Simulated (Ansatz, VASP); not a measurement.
# CsBe3Cu2 in VASP and in Ansatz

```
CELL_PARAMETERS angstrom
4.11884 5.15220 0.00000
4.11884 -5.15220 0.00000
0.00000 0.00000 -4.85120
ATOMIC_POSITIONS crystal
Cs 0.61823 0.38177 0.75000
Cs 0.38177 0.61823 0.25000
Cu 0.85049 0.85049 0.00000
Cu 0.14951 0.14951 0.50000
Cu 0.14951 0.14951 0.00000
Cu 0.85049 0.85049 0.50000
Be 0.15916 0.84084 0.75000
Be 0.84084 0.15916 0.25000
Be 0.55347 0.92890 0.75000
Be 0.44653 0.07110 0.25000
Be 0.92890 0.55347 0.25000
Be 0.07110 0.44653 0.75000
```

Alike in both runs: functional PBE; k mesh 4 × 4 × 5; no spin polarisation.

Ansatz relaxed the structure, and its values are those at the end. VASP's run is a single point on that final structure, the one shown.

|  | VASP | Ansatz |
| --- | --- | --- |
| version | VASP 6.6.1 | Ansatz 0.2.0 |
| potentials or method | VASP PAW PBE potentials, release 64 (Cs_sv, Cu, Be), cutoff 520 eV | PAW plane waves |
| occupations | fermi-dirac, width 0.1 eV | fermi-dirac |
| valence electrons in the cell | 74 | 106 |

```tsv
	VASP	Ansatz	Ansatz less VASP
pressure (GPa)	-0.8	-1.1	-0.25
rms of the force components (eV/Å)	0.013	0.007	-0.0056
```

VASP's potentials hold 74 valence electrons a cell and Ansatz's 106, so a difference there can come from the potentials and not from the codes. Ansatz's warnings: stress scf threshold loose.

Spin-orbit coupling is off throughout.
